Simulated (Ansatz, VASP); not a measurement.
Two plane-wave programs on SnSe2

The input INCAR:

```
PREC = Accurate ; ENCUT = 520
EDIFF = 1E-6 ; ISMEAR = 0
SIGMA = 0.05 ; LREAL = F
LASPH = T ; NELM = 80
ALGO = Normal ; ISIF = 2
LWAVE = F ; LCHARG = F
GGA = PE ; NBANDS = 20
```

The input KPOINTS:

```
regular mesh
0
Gamma
  12 12 4
```

POSCAR

```
SnSe2
1.0
    3.7506746078      0.0000000000      0.0000000000
   -1.8753373039      3.2481794916      0.0000000000
    0.0000000000      0.0000000000      7.4464519959
Sn Se
1 2
Direct
    0.0000000000      0.0000000000      0.0000000000
    0.3333333333      0.6666666667      0.2281493097
    0.6666666667      0.3333333333      0.7718506903
```

Input for Ansatz:

```yaml
crystal:
  lattice:
    - [3.7506746078, 0.0, 0.0]
    - [-1.8753373039, 3.2481794916, 0.0]
    - [0.0, 0.0, 7.4464519959]
  atoms:
    - { symbol: Sn, position: [0.0, 0.0, 0.0] }
    - { symbol: Se, position: [0.3333333333, 0.6666666667, 0.2281493097] }
    - { symbol: Se, position: [0.6666666667, 0.3333333333, 0.7718506903] }
basis:
  ecutwfc: 420
kpoints:
  mp_grid: { grid: [12, 12, 4] }
hamiltonian:
  xc: pbe
scf:
  occupations: { method: gaussian, width: 0.05 }
output:
  forces: true
  stress: true
  eigenvalues: true
```

Alike in both runs: task single point; functional PBE; k mesh 12 × 12 × 4; occupations gaussian, width 0.05 eV; no spin polarisation.

|  | VASP | Ansatz |
| --- | --- | --- |
| version | VASP 6.6.1 | Ansatz 0.2.0 |
| potentials or method | VASP PAW PBE potentials, release 64 (Sn_d, Se), cutoff 520 eV | scalar-relativistic, plane waves, PAW |
| valence electrons in the cell | 26 | 46 |

|  | VASP | Ansatz | Ansatz less VASP |
| --- | --- | --- | --- |
| gap on the k mesh at the Fermi level (eV) | 0.29 | 0.29 | +0.002 |
| least direct gap on the mesh (eV) | 0.83 | 0.83 | +0.002 |
| pressure (GPa) | 0.4 | 0.3 | -0.05 |
| traceless stress, the component that is largest in VASP (GPa) | -4.06 | -4.08 | -0.025 |
| rms of the force components (eV/Å) | 0.287 | 0.293 | +0.0060 |

Atom by atom the forces differ by 0.006 eV/Å (rms over components). VASP's potentials hold 26 valence electrons a cell and Ansatz's 46, so a difference there can come from the potentials and not from the codes.
